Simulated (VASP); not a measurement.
# Al2Cu (I4/mmm) in VASP: a series of runs, part 2 of 2

VASP 6.6.1.

## Step 4: Single point, PBE

This run uses another cell than the first one, of 16.77 Å³/atom.

The input, INCAR:

```
  ALGO = Fast
  EDIFF = 1E-6
  ENCUT = 520
  GGA = PE
  ISIF = 2
  ISMEAR = 0
  LASPH = T
  LCHARG = F
  LREAL = F
  LWAVE = F
  NBANDS = 16
  NELM = 100
  PREC = Accurate
  SIGMA = 0.15
```

The input, KPOINTS:

```
k-points
0
Gamma
  14 14 14
```

The input, POSCAR:

```
Al2Cu
1.0
   -2.1400233179      2.1400233179      2.7468500000
    2.1400233179     -2.1400233179      2.7468500000
    2.1400233179      2.1400233179     -2.7468500000
Al Cu
2 1
Direct
    0.7500000000      0.2500000000      0.5000000000
    0.2500000000      0.7500000000      0.5000000000
    0.5000000000      0.5000000000      0.0000000000
```

Potentials or basis: VASP PAW PBE potentials, release 64 (Al, Cu).

Command:

```console
cat potpaw_PBE.64/Al/POTCAR potpaw_PBE.64/Cu/POTCAR > POTCAR
mpirun -np 1 vasp_std > vasp.out
```

OUTCAR:

```text
EDIFF = 1E-6
   ENCUT = 520
   GGA = PE
   ISIF = 2
   ISMEAR = 0
   LASPH = T
   LREAL = F
   NELM = 100
   PREC = Accurate

 ion  position               nearest neighbor table
   1  0.750  0.250  0.500-   3 2.54   3 2.54   3 2.54   3 2.54   2 2.75   2 2.75   2 3.03   2 3.03
                             2 3.03   2 3.03
   2  0.250  0.750  0.500-   3 2.54   3 2.54   3 2.54   3 2.54   1 2.75   1 2.75   1 3.03   1 3.03
                             1 3.03   1 3.03
   3  0.500  0.500  0.000-   2 2.54   1 2.54   1 2.54   2 2.54   1 2.54   2 2.54   2 2.54   1 2.54

[... 654 lines left out ...]
  FORCE on cell =-STRESS in cart. coord.  units (eV):
  Direction    XX          YY          ZZ          XY          YZ          ZX
  --------------------------------------------------------------------------------------
  -------------------------------------------------------------------------------------
  Total       -1.7145555     -1.7145555      1.0773774      0.0000000      0.0000000      0.0000000
  in kB      -54.5921485    -54.5921485     34.3041367      0.0000000      0.0000000      0.0000000
  external PRESSURE =     -24.9600534 kB  Pullay stress =       0.0000000 kB

 VOLUME and BASIS-vectors are now :
 -----------------------------------------------------------------------------
  energy-cutoff  :      520.00
  volume of cell :       50.32
      direct lattice vectors                 reciprocal lattice vectors
    -2.140023318  2.140023318  2.746850000     0.000000000  0.233642314  0.182026685
     2.140023318 -2.140023318  2.746850000     0.233642314  0.000000000  0.182026685
     2.140023318  2.140023318 -2.746850000     0.233642314  0.233642314  0.000000000

 POSITION                                       TOTAL-FORCE (eV/Angst)
 -----------------------------------------------------------------------------------
      0.00000      2.14002      1.37342        -0.000000      0.000000      0.000000
      2.14002      0.00000      1.37342         0.000000     -0.000000      0.000000
      0.00000      0.00000      2.74685         0.000000     -0.000000     -0.000000
 -----------------------------------------------------------------------------------
    total drift:                                0.000000     -0.000000      0.000000

  FREE ENERGIE OF THE ION-ELECTRON SYSTEM (eV)
  ---------------------------------------------------
  free  energy   TOTEN  =       -11.6464065655 eV

  energy  without entropy=      -11.6347637278  energy(sigma->0) =      -11.64058515
```

OSZICAR:

```text
N       E                     dE             d eps       ncg     rms          rms(c)
DAV:   1     0.609536711180E+02    0.60954E+02   -0.67567E+03  7816   0.110E+03
DAV:   2    -0.114365726678E+02   -0.72390E+02   -0.63944E+02  8408   0.195E+02
DAV:   3    -0.138446295023E+02   -0.24081E+01   -0.23618E+01 10784   0.410E+01
DAV:   4    -0.138979776542E+02   -0.53348E-01   -0.53331E-01  9216   0.517E+00
DAV:   5    -0.139008711238E+02   -0.28935E-02   -0.28934E-02 12320   0.136E+00    0.150E+01
RMM:   6    -0.164843132437E+02   -0.25834E+01   -0.39701E+01  9815   0.948E+01    0.133E+01
RMM:   7    -0.117753203764E+02    0.47090E+01   -0.11631E+01  8816   0.542E+01    0.189E+00
RMM:   8    -0.116651267823E+02    0.11019E+00   -0.70179E-01  8369   0.130E+01    0.757E-01
RMM:   9    -0.116456794479E+02    0.19447E-01   -0.12261E-01  8495   0.205E+00    0.210E-01
RMM:  10    -0.116481213206E+02   -0.24419E-02   -0.12758E-02 10248   0.910E-01    0.266E-01
RMM:  11    -0.116468284641E+02    0.12929E-02   -0.44977E-03  9846   0.751E-01    0.124E-01
RMM:  12    -0.116466419058E+02    0.18656E-03   -0.10215E-03 10767   0.256E-01    0.112E-01
RMM:  13    -0.116464032669E+02    0.23864E-03   -0.34044E-04 10102   0.218E-01    0.184E-02
RMM:  14    -0.116464095363E+02   -0.62694E-05   -0.10379E-04 11537   0.727E-02    0.180E-02
RMM:  15    -0.116464103525E+02   -0.81620E-06   -0.10962E-05  9856   0.291E-02    0.203E-02
RMM:  16    -0.116464062580E+02    0.40945E-05   -0.70529E-06  9448   0.350E-02    0.985E-03
RMM:  17    -0.116464065655E+02   -0.30751E-06   -0.17695E-06  5999   0.998E-03
   1 F= -.11646407E+02 E0= -.11640585E+02  d E =-.116428E-01
```

stdout:

```text
POSCAR found type information on POSCAR AlCu
 POSCAR found :  2 types and       3 ions
 scaLAPACK will be used
 LDA part: xc-table for (Slater+PW92), standard interpolation
 POSCAR, INCAR and KPOINTS ok, starting setup
 FFT: planning ... GRIDC
 FFT: planning ... GRID_SOFT
 FFT: planning ... GRID
 WAVECAR not read
 entering main loop
WARNING in EDDRMM: call to ZHEGV failed, returncode =   6  3     14
```

Run time: 1.9 min. Hardware: 1 thread of AMD EPYC 9R45 (Zen 5), shared host; peak memory 0.28 GiB.

Results:

* Free energy: -11.6464 eV
* Pressure: -2.5 GPa
* Band gap on the k mesh: zero (an odd number of electrons rules out a gap without spin polarisation)

Levels at points of the mesh, in eV from the Fermi level:
| k point | band 7 | band 8 | band 9 | band 10 | band 11 | band 12 |
| --- | --- | --- | --- | --- | --- | --- |
| (0.00, 0.00, 0.00) | 2.08 | 2.72 | 2.72 | 3.13 | 3.13 | 3.39 |
| (0.50, 0.00, 0.00) | -3.65 | 0.26 | 0.92 | 2.39 | 2.58 | 4.17 |
| (0.50, 0.50, 0.00) | -3.54 | -1.98 | -1.28 | 0.53 | 1.82 | 8.56 |
| (0.50, 0.50, 0.50) | -3.36 | -2.25 | -2.25 | -0.56 | 1.21 | 8.98 |

## Step 5: Single point, PBE

This run uses another cell than the first one, of 13.94 Å³/atom.

The input, INCAR:

```
SYSTEM = Al2Cu
ALGO = Fast
EDIFF = 1E-6
ENCUT = 520
GGA = PE
ISIF = 2
ISMEAR = 0
LASPH = .True.
LCHARG = .False.
LREAL = .False.
LWAVE = .False.
NBANDS = 16
NELM = 100
PREC = Accurate
SIGMA = 0.15
```

The input, KPOINTS:

```
k-points
0
Gamma
  14 14 14
  0 0 0
```

The input, POSCAR:

```
Al2Cu
1.0
   -1.9014808453      1.9014808453      2.8914013846
    1.9014808453     -1.9014808453      2.8914013846
    1.9014808453      1.9014808453     -2.8914013846
Al Cu
2 1
Direct
    0.7500000000      0.2500000000      0.5000000000
    0.2500000000      0.7500000000      0.5000000000
    0.5000000000      0.5000000000      0.0000000000
```

Command:

```console
cat potpaw_PBE.64/Al/POTCAR potpaw_PBE.64/Cu/POTCAR > POTCAR
mpirun -np 1 vasp_std > vasp.out
```

Run time: 6.6 min. Hardware: 1 thread of Intel Xeon 8259CL, shared host; peak memory 0.29 GiB.

It converged, with:

| Property | Result |
| --- | --- |
| Free energy | -11.3451 eV |
| Pressure | 19.6 GPa |
| Band gap on the k mesh | zero (an odd number of electrons rules out a gap without spin polarisation) |

Stress tensor (GPa, compression positive):
```
22.28  0.00  0.00
 0.00 22.28  0.00
 0.00  0.00 14.26
```

Levels at points of the mesh, in eV from the Fermi level:
| k point | band 5 | band 6 | band 7 | band 8 | band 9 | band 10 | band 11 | band 12 | band 13 | band 14 |
| --- | --- | --- | --- | --- | --- | --- | --- | --- | --- | --- |
| (0.00, 0.00, 0.00) | -4.55 | -4.40 | 2.55 | 3.07 | 3.07 | 3.16 | 3.16 | 3.92 | 5.68 | 5.99 |
| (0.50, 0.00, 0.00) | -4.46 | -4.39 | -4.29 | 0.21 | 0.99 | 2.72 | 3.40 | 4.93 | 4.95 | 10.02 |
| (0.50, 0.50, 0.00) | -4.42 | -4.32 | -3.97 | -2.65 | -2.10 | 0.53 | 1.36 | 9.24 | 10.43 | 10.57 |
| (0.50, 0.50, 0.50) | -4.55 | -4.27 | -4.24 | -1.85 | -1.85 | 1.49 | 1.77 | 9.35 | 12.26 | 12.26 |

Caveat: the cell stands under pressure.

## Step 6: Single point, PBE

This run uses another cell than the first one, of 14.17 Å³/atom.

The input, INCAR:

```
PREC = Accurate ; ENCUT = 520
EDIFF = 1E-6 ; ISMEAR = 0
SIGMA = 0.15 ; LREAL = False
LASPH = True ; NELM = 60
ALGO = Fast ; ISIF = 2
LWAVE = False ; LCHARG = False
GGA = PE ; NBANDS = 16
```

The input, KPOINTS:

```
regular mesh
0
Gamma
  14 14 14
```

The input, POSCAR:

```
Al2Cu
1.0
   -1.9014808453      1.9014808453      2.9396000000
    1.9014808453     -1.9014808453      2.9396000000
    1.9014808453      1.9014808453     -2.9396000000
Al Cu
2 1
Direct
    0.7500000000      0.2500000000      0.5000000000
    0.2500000000      0.7500000000      0.5000000000
    0.5000000000      0.5000000000      0.0000000000
```

Potentials or basis: VASP PAW PBE potentials, release 64 (Al, Cu).

Command:

```console
cat potpaw_PBE.64/Al/POTCAR potpaw_PBE.64/Cu/POTCAR > POTCAR
mpirun -np 1 vasp_std > vasp.out
```

Run time: 6.5 min. Hardware: 1 thread of Intel Xeon 8259CL, shared host; peak memory 0.29 GiB.

The run converged. Its results:

```yaml
Free_energy: -11.4000 eV
Pressure: 17.0 GPa
Band_gap_on_the_k_mesh: zero (an odd number of electrons rules out a gap without spin polarisation)
```

Stress tensor (GPa, compression positive):
```
20.07  0.00  0.00
 0.00 20.07  0.00
 0.00  0.00 10.98
```

Levels at points of the mesh, in eV from the Fermi level:
| k point | band 5 | band 6 | band 7 | band 8 | band 9 | band 10 | band 11 | band 12 | band 13 | band 14 |
| --- | --- | --- | --- | --- | --- | --- | --- | --- | --- | --- |
| (0.00, 0.00, 0.00) | -4.49 | -4.31 | 2.45 | 2.97 | 2.97 | 3.22 | 3.22 | 3.99 | 5.50 | 5.60 |
| (0.50, 0.00, 0.00) | -4.41 | -4.31 | -4.20 | 0.13 | 1.07 | 2.54 | 3.41 | 4.92 | 4.94 | 9.86 |
| (0.50, 0.50, 0.00) | -4.33 | -4.26 | -3.88 | -2.70 | -2.03 | 0.41 | 1.35 | 9.14 | 10.03 | 10.13 |
| (0.50, 0.50, 0.50) | -4.49 | -4.25 | -4.17 | -1.73 | -1.73 | 1.57 | 1.84 | 9.32 | 12.17 | 12.17 |

Caveat: the cell stands under pressure.

## Step 7: Summary

| level | cell | gap on the mesh (eV) | pressure (GPa) |
| --- | --- | --- | --- |
| PBE+D3(BJ) | a = 4.070 Å, angles 118.1, 118.1, 93.3°, 3 atoms | none | -4.5 |
| PBE | a = 4.104 Å, angles 118.7, 118.7, 92.3°, 3 atoms | none | -2.4 |
| PBE | a = 4.087 Å, angles 116.9, 116.9, 95.5°, 3 atoms | none | -2.5 |
| PBE | a = 3.949 Å, angles 122.4, 122.4, 85.8°, 3 atoms | none | 19.6 |
| PBE | a = 3.984 Å, angles 123.0, 123.0, 84.9°, 3 atoms | none | 17.0 |

Alike in all rows: task single point; potentials or basis VASP PAW PBE potentials, release 64 (Al, Cu); no spin polarisation; k mesh 14 × 14 × 14; cutoff (eV) 520; smearing gaussian 0.15 eV.

Caveats: the cell stands under pressure (at least some runs); the cell stands under tension (at least some runs).

Absolute energies hang on the potentials; compare differences alone.
